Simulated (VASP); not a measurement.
# Si2W (I4/mmm) in VASP: a series of runs, part 2 of 2

VASP 6.6.1. The steps go on from the part before.

## 4. Electric field gradients, LDA (zz strain of +2 %)

INCAR

```
SYSTEM = Si2W
PREC = Accurate ; ENCUT = 520
EDIFF = 1E-8 ; ISMEAR = -1
SIGMA = 0.05 ; LREAL = .FALSE.
LASPH = .TRUE. ; NELM = 80
ALGO = Normal ; ISIF = 2
LWAVE = .FALSE. ; LCHARG = .FALSE.
GGA = CA ; LEFG = .TRUE.
ISYM = 0 ; NBANDS = 18
```

KPOINTS

```
Automatic mesh
0
G
  11 11 14
  0 0 0
```

POSCAR

```
Si2W
1.0
   -1.6060000000      1.6060000000      4.0188000000
    1.6060000000     -1.6060000000      4.0188000000
    1.6060000000      1.6060000000     -4.0188000000
Si W
2 1
Direct
    0.3330000000      0.3330000000      0.0000000000
    0.6670000000      0.6670000000      0.0000000000
    0.0000000000      0.0000000000      0.0000000000
```

Potentials or basis: VASP PAW LDA potentials, release 64 (Si, W_sv).

Launch:

```sh
$ cat potpaw_LDA.64/Si/POTCAR potpaw_LDA.64/W_sv/POTCAR > POTCAR
$ mpirun -np 1 vasp_std > vasp.out
```

OUTCAR:

```text
SYSTEM = Si2W
   PREC = Accurate
   ENCUT = 520
   EDIFF = 1E-8
   ISMEAR = -1
   LREAL = .FALSE.
   LASPH = .TRUE.
   NELM = 80
   ISIF = 2
   GGA = CA
   ISYM = 0

 ion  position               nearest neighbor table
   1  0.333  0.333  0.000-   2 2.63   2 2.63   2 2.63   2 2.63   3 2.64   3 2.64   3 2.64   3 2.64
                             3 2.68   2 2.68
   2  0.667  0.667  0.000-   1 2.63   1 2.63   1 2.63   1 2.63   3 2.64   3 2.64   3 2.64   3 2.64
                             3 2.68   1 2.68
   3  0.000  0.000  0.000-   2 2.64   2 2.64   2 2.64   1 2.64   2 2.64   1 2.64   1 2.64   1 2.64
                             1 2.68   2 2.68

IMPORTANT INFORMATION: All symmetrisations will be switched off!
NOSYMM: (Re-)initialisation of all symmetry stuff for point group C_1.

----------------------------------------------------------------------------------------

                                     Primitive cell

  volume of cell :      41.4617

  direct lattice vectors                    reciprocal lattice vectors
[... 692 lines left out ...]
      0.00000      0.00000      2.67652         0.000340      0.000340      0.364549
      0.00000      0.00000      5.36108        -0.000340     -0.000340     -0.364549
      0.00000      0.00000      0.00000        -0.000000     -0.000000      0.000000
 -----------------------------------------------------------------------------------
    total drift:                               -0.000000     -0.000000     -0.000000

  FREE ENERGIE OF THE ION-ELECTRON SYSTEM (eV)
  ---------------------------------------------------
  free  energy   TOTEN  =       -27.2617062310 eV

  energy  without entropy=      -27.2589686686  energy(sigma->0) =      -27.26033745

 Electric field gradients (V/A^2)
---------------------------------------------------------------------
 ion       V_xx      V_yy      V_zz      V_xy      V_xz      V_yz
---------------------------------------------------------------------
   1       2.785     2.785    -5.570     0.121    -0.003    -0.003
   2       2.785     2.785    -5.570     0.121    -0.003    -0.003
   3      38.894    38.894   -77.789     0.419    -0.022    -0.022
---------------------------------------------------------------------

 Electric field gradients after diagonalization (V/A^2)
 (convention: |V_zz| > |V_xx| > |V_yy|)
----------------------------------------------------------------------
 ion       V_xx      V_yy      V_zz     asymmetry (V_yy - V_xx)/ V_zz
----------------------------------------------------------------------
   1       2.906     2.664    -5.570       0.043
   2       2.906     2.664    -5.570       0.043
   3      39.314    38.475   -77.789       0.011
----------------------------------------------------------------------

           NMR quadrupolar parameters

 Cq : quadrupolar parameter    Cq=e*Q*V_zz/h
 eta: asymmetry parameters     (V_yy - V_xx)/ V_zz
 Q  : nuclear electric quadrupole moment in mb (millibarn)
----------------------------------------------------------------------
 ion       Cq(MHz)       eta       Q (mb)
----------------------------------------------------------------------
   1      -0.013       0.043       1.000
   2      -0.013       0.043       1.000
   3      -0.188       0.011       1.000
----------------------------------------------------------------------
```

OSZICAR:

```text
N       E                     dE             d eps       ncg     rms          rms(c)
DAV:   1     0.127085036566E+03    0.12709E+03   -0.10818E+04 30560   0.123E+03
DAV:   2    -0.235957400697E+02   -0.15068E+03   -0.14711E+03 34954   0.318E+02
DAV:   3    -0.281248538871E+02   -0.45291E+01   -0.44686E+01 38438   0.495E+01
DAV:   4    -0.281667616539E+02   -0.41908E-01   -0.41824E-01 36134   0.502E+00
DAV:   5    -0.281672342423E+02   -0.47259E-03   -0.47256E-03 36106   0.570E-01    0.240E+01
DAV:   6    -0.273954600182E+02    0.77177E+00   -0.37519E+00 32814   0.132E+01    0.795E+00
DAV:   7    -0.272928282236E+02    0.10263E+00   -0.36912E-01 32478   0.328E+00    0.459E+00
DAV:   8    -0.272626082356E+02    0.30220E-01   -0.66951E-02 34090   0.188E+00    0.308E-01
DAV:   9    -0.272619040514E+02    0.70418E-03   -0.15325E-03 35836   0.307E-01    0.184E-01
DAV:  10    -0.272617136709E+02    0.19038E-03   -0.36051E-04 36240   0.165E-01    0.462E-02
DAV:  11    -0.272617064338E+02    0.72370E-05   -0.51201E-05 34194   0.504E-02    0.214E-02
DAV:  12    -0.272617064807E+02   -0.46837E-07   -0.24749E-06 35608   0.106E-02    0.625E-03
DAV:  13    -0.272617062306E+02    0.25000E-06   -0.77384E-07 34056   0.769E-03    0.982E-04
DAV:  14    -0.272617062310E+02   -0.37653E-09   -0.23536E-08 31996   0.130E-03
   1 F= -.27261706E+02 E0= -.27260337E+02  d E =-.273756E-02
```

Wall time 10 min (1 thread of Intel Xeon Platinum 8488C (Sapphire Rapids), shared host); peak memory 0.65 GiB.

Results:

| Property | Result |
| --- | --- |
| Free energy | -27.2617 eV |
| Pressure | -10.8 GPa |
| Largest force | 0.365 eV/Å |
| Band gap on the k mesh | zero (bands 11 and 12 overlap by 1.34 eV) |
| Largest electric field gradient by atom | Si -5.6; W -77.8 V/Å² |

Forces in eV/Å, atoms in the order of the input:
```
Si   0.000  0.000  0.365
Si   0.000  0.000 -0.365
W    0.000  0.000  0.000
```

Electric field gradients, principal values (V/Å²):
```csv
atom,least,middle,greatest (by size)
1 Si,2.664,2.906,-5.570
2 Si,2.664,2.906,-5.570
3 W,38.475,39.314,-77.789
```

Caveat: the cell differs from its parent crystal (zz strain of +2 %); the stress differs along the axes, from -18 to -7 GPa; without QUAD_EFG the Cq values of the log hold for a quadrupole moment of 1 mb, not for the nuclei; spin-orbit coupling is left out, which moves the levels of the heavy elements.

## 5. Electric field gradients, LDA (equal xx and yy strain of -1 %)

INCAR

```
PREC = Accurate
ENCUT = 520
EDIFF = 1E-8
ISMEAR = -1
SIGMA = 0.05
LREAL = False
LASPH = True
NELM = 100
ALGO = Normal
ISIF = 2
LWAVE = False
LCHARG = False
LEFG = True
ISYM = 0
NBANDS = 18
```

KPOINTS

```
Automatic mesh
0
Gamma
  11 11 14
```

POSCAR

```
Si2W
1.0
   -1.5899400000      1.5899400000      3.9400000000
    1.5899400000     -1.5899400000      3.9400000000
    1.5899400000      1.5899400000     -3.9400000000
Si W
2 1
Direct
    0.3330000000      0.3330000000      0.0000000000
    0.6670000000      0.6670000000      0.0000000000
    0.0000000000      0.0000000000      0.0000000000
```

Potentials or basis: VASP PAW LDA potentials, release 64 (Si, W_sv).

Launch:

```sh
$ cat potpaw_LDA.64/Si/POTCAR potpaw_LDA.64/W_sv/POTCAR > POTCAR
$ mpirun -np 1 vasp_std > vasp.out
```

OUTCAR:

```text
PREC = Accurate
   ENCUT = 520
   EDIFF = 1E-8
   ISMEAR = -1
   LREAL = False
   LASPH = True
   NELM = 100
   ISIF = 2
   ISYM = 0

 ion  position               nearest neighbor table
   1  0.333  0.333  0.000-   2 2.60   2 2.60   2 2.60   2 2.60   3 2.61   3 2.61   3 2.61   3 2.61
                             3 2.62   2 2.63
   2  0.667  0.667  0.000-   1 2.60   1 2.60   1 2.60   1 2.60   3 2.61   3 2.61   3 2.61   3 2.61
                             3 2.62   1 2.63
   3  0.000  0.000  0.000-   2 2.61   2 2.61   2 2.61   1 2.61   2 2.61   1 2.61   1 2.61   1 2.61
                             1 2.62   2 2.62

[... 715 lines left out ...]
 Electric field gradients (V/A^2)
---------------------------------------------------------------------
 ion       V_xx      V_yy      V_zz      V_xy      V_xz      V_yz
---------------------------------------------------------------------
   1       3.985     3.985    -7.970     0.066    -0.001    -0.001
   2       3.985     3.985    -7.970     0.066    -0.001    -0.001
   3      54.573    54.573  -109.146     0.158     0.033     0.033
---------------------------------------------------------------------

 Electric field gradients after diagonalization (V/A^2)
 (convention: |V_zz| > |V_xx| > |V_yy|)
----------------------------------------------------------------------
 ion       V_xx      V_yy      V_zz     asymmetry (V_yy - V_xx)/ V_zz
----------------------------------------------------------------------
   1       4.051     3.919    -7.970       0.017
   2       4.051     3.919    -7.970       0.017
   3      54.732    54.415  -109.146       0.003
----------------------------------------------------------------------

           NMR quadrupolar parameters

 Cq : quadrupolar parameter    Cq=e*Q*V_zz/h
 eta: asymmetry parameters     (V_yy - V_xx)/ V_zz
 Q  : nuclear electric quadrupole moment in mb (millibarn)
----------------------------------------------------------------------
 ion       Cq(MHz)       eta       Q (mb)
----------------------------------------------------------------------
   1      -0.019       0.017       1.000
   2      -0.019       0.017       1.000
   3      -0.264       0.003       1.000
----------------------------------------------------------------------
```

OSZICAR:

```text
N       E                     dE             d eps       ncg     rms          rms(c)
DAV:   1     0.129747474917E+03    0.12975E+03   -0.10907E+04 30528   0.124E+03
DAV:   2    -0.235937405148E+02   -0.15334E+03   -0.14958E+03 35090   0.323E+02
DAV:   3    -0.281638439960E+02   -0.45701E+01   -0.45066E+01 37994   0.500E+01
DAV:   4    -0.282056018394E+02   -0.41758E-01   -0.41698E-01 36362   0.500E+00
DAV:   5    -0.282060532745E+02   -0.45144E-03   -0.45141E-03 36090   0.555E-01    0.260E+01
DAV:   6    -0.274672272950E+02    0.73883E+00   -0.32265E+00 32956   0.127E+01    0.912E+00
DAV:   7    -0.273697742055E+02    0.97453E-01   -0.26054E-01 32556   0.284E+00    0.468E+00
DAV:   8    -0.273439007362E+02    0.25873E-01   -0.50649E-02 34470   0.166E+00    0.305E-01
DAV:   9    -0.273432827347E+02    0.61800E-03   -0.11600E-03 35194   0.277E-01    0.179E-01
DAV:  10    -0.273431104798E+02    0.17225E-03   -0.28613E-04 36454   0.148E-01    0.447E-02
DAV:  11    -0.273431050985E+02    0.53813E-05   -0.37349E-05 34282   0.435E-02    0.200E-02
DAV:  12    -0.273431051139E+02   -0.15337E-07   -0.16886E-06 35678   0.866E-03    0.539E-03
DAV:  13    -0.273431049115E+02    0.20240E-06   -0.53422E-07 34184   0.658E-03    0.929E-04
DAV:  14    -0.273431049118E+02   -0.33378E-09   -0.14958E-08 24898   0.110E-03
   1 F= -.27343105E+02 E0= -.27342002E+02  d E =-.220607E-02
```

stdout:

```text
POSCAR found type information on POSCAR SiW
 POSCAR found :  2 types and       3 ions
 scaLAPACK will be used
 LDA part: xc-table for (Slater(with rela. corr.)+CA(PZ))
 , standard interpolation
[... 27 lines left out ...]
     0.0000487    -0.0034628     0.0000354     0.7200001     0.0000353    -0.0000002
     0.0000670    -0.0034628     0.0000354     0.7200001     0.0000353    -0.0000002
     0.0000923    -0.0034628     0.0000354     0.7200001     0.0000353    -0.0000002
[... 19 lines left out ...]
     0.0000661    -0.1450683    -0.0305345    87.3015716    -0.0305362    -0.0000042
     0.0000910    -0.1450085    -0.0305118    87.2793295    -0.0305135    -0.0000042
     0.0001253    -0.1449155    -0.0304770    87.2459181    -0.0304786    -0.0000042
     0.0001726    -0.1447717    -0.0304238    87.1959755    -0.0304254    -0.0000042
```

It took 21 min on 1 thread of Intel Xeon 8259CL, shared host; peak memory 0.64 GiB.

Results:

| Quantity | Value |
| --- | --- |
| Free energy | -27.3431 eV |
| Pressure | -2.2 GPa |
| Largest force | 0.275 eV/Å |
| Band gap on the k mesh | zero (bands 11 and 12 overlap by 1.35 eV) |
| Largest electric field gradient by atom | Si -8.0; W -109.1 V/Å² |

Forces on the atoms (eV/Å):
```
Si   0.000  0.000  0.275
Si   0.000  0.000 -0.275
W    0.000  0.000  0.000
```

Levels at points of the mesh, in eV from the Fermi level:
```tsv
k point	band 7	band 8	band 9	band 10	band 11	band 12	band 13	band 14	band 15	band 16
(0.00, 0.00, 0.00)	-3.93	-3.44	-2.86	-2.86	0.71	2.83	2.88	3.33	3.33	4.52
(0.00, 0.00, 0.50)	-6.04	-5.55	-5.09	-3.43	-1.61	2.60	3.04	3.17	3.67	4.38
```

Electric field gradients, principal values (V/Å²):
| atom | least | middle | greatest (by size) |
| --- | --- | --- | --- |
| 1 Si | 3.919 | 4.051 | -7.970 |
| 2 Si | 3.919 | 4.051 | -7.970 |
| 3 W | 54.415 | 54.732 | -109.146 |

Caveat: the cell differs from its parent crystal (equal xx and yy strain of -1 %); the stress differs along the axes, from -7 to 0 GPa; without QUAD_EFG the Cq values of the log hold for a quadrupole moment of 1 mb, not for the nuclei; spin-orbit coupling is left out, which moves the levels of the heavy elements.

## 6. The runs side by side

| cell | gap on the mesh (eV) | pressure (GPa) | largest force (eV/Å) |
| --- | --- | --- | --- |
| a = 4.514 Å, angles 139.6, 139.6, 58.4°, 3 atoms | none | 7.9 | 0.17 |
| a = 4.517 Å, angles 138.6, 138.6, 59.9°, 3 atoms | none | -2.0 | 0.28 |
| a = 4.616 Å, angles 139.3, 139.3, 58.9°, 3 atoms | none | -10.8 | 0.36 |
| a = 4.536 Å, angles 139.0, 139.0, 59.4°, 3 atoms | none | -2.2 | 0.27 |

Alike in all rows: task electric field gradients; level LDA; potentials or basis VASP PAW LDA potentials, release 64 (Si, W_sv); no spin polarisation; k mesh 11 × 11 × 14; cutoff (eV) 520; smearing fermi-dirac 0.05 eV.

Caveats: spin-orbit coupling is left out, which moves the levels of the heavy elements; the stress differs along the axes, from -2 to 13 GPa (at least some runs); the stress differs along the axes, from -18 to -7 GPa (at least some runs); the stress differs along the axes, from -7 to 0 GPa (at least some runs).

Total energies depend on the potentials used, so only differences within one code and one set of settings carry meaning.
